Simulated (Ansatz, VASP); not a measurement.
**Al2Cu: VASP beside Ansatz**

INCAR

```
SYSTEM = Al2Cu
ALGO     = Fast           ! electronic algorithm
EDIFF    = 1E-7           ! SCF threshold, eV
ENCUT    = 520            ! plane-wave cutoff, eV
GGA      = PE             ! functional
ISIF     = 2              ! what is computed and relaxed
ISMEAR   = 0              ! smearing method
LASPH    = .True.         ! aspherical terms in the spheres
LCHARG   = .False.        ! write CHGCAR
LREAL    = .False.        ! projectors in reciprocal space
LWAVE    = .False.        ! write WAVECAR
NBANDS   = 16             ! bands
NELM     = 100            ! most SCF steps
PREC     = Accurate       ! precision mode
SIGMA    = 0.15           ! smearing width, eV
```

KPOINTS

```
k-points
0
Gamma
  16 16 16
  0 0 0
```

The input POSCAR:

```
Al2Cu
1.0
   -2.0446280232      2.0446280232      2.8189505400
    2.0446280232     -2.0446280232      2.8189505400
    2.0446280232      2.0446280232     -2.8189505400
Al Cu
2 1
Direct
    0.7500000000      0.2500000000      0.5000000000
    0.2500000000      0.7500000000      0.5000000000
    0.5000000000      0.5000000000      0.0000000000
```

Input for Ansatz:

```yaml
crystal:
  lattice:
    - [-2.0446280232, 2.0446280232, 2.81895054]
    - [2.0446280232, -2.0446280232, 2.81895054]
    - [2.0446280232, 2.0446280232, -2.81895054]
  atoms:
    - { symbol: Al, position: [0.75, 0.25, 0.5] }
    - { symbol: Al, position: [0.25, 0.75, 0.5] }
    - { symbol: Cu, position: [0.5, 0.5, 0.0] }
basis:
  ecutwfc: 420
kpoints:
  mp_grid: { grid: [16, 16, 16] }
hamiltonian:
  xc: pbe
scf:
  occupations: { method: gaussian, width: 0.15 }
output:
  forces: true
  stress: true
  eigenvalues: true
```

Change from the starting cell: strain -0.0250 x Voigt [0, 0, 1, 0, 0, 0], atoms carried along.

Alike in both runs: task single point; functional PBE; k mesh 16 × 16 × 16; occupations gaussian, width 0.15 eV; no spin polarisation.

|  | VASP | Ansatz |
| --- | --- | --- |
| version | VASP 6.6.1 | Ansatz 0.2.0 |
| potentials or method | VASP PAW PBE potentials, release 64 (Al, Cu), cutoff 520 eV | scalar-relativistic, plane waves, PAW |
| valence electrons in the cell | 17 | 25 |

Ansatz gave:

* gap on the k mesh at the Fermi level (eV): none
* pressure (GPa): 2.7
* traceless stress, the component that is largest in VASP (GPa): 1.80

Question: What did VASP give for the same quantities?

Answer: gap on the k mesh at the Fermi level (eV): none; pressure (GPa): 2.8; traceless stress, the component that is largest in VASP (GPa): 1.78.

A gap of «none» marks a metal or a gap that the smearing closes. With one functional, cell and mesh, what is left measures potentials, basis and numerics. VASP's potentials hold 17 valence electrons a cell and Ansatz's 25, so a difference there can come from the potentials and not from the codes.
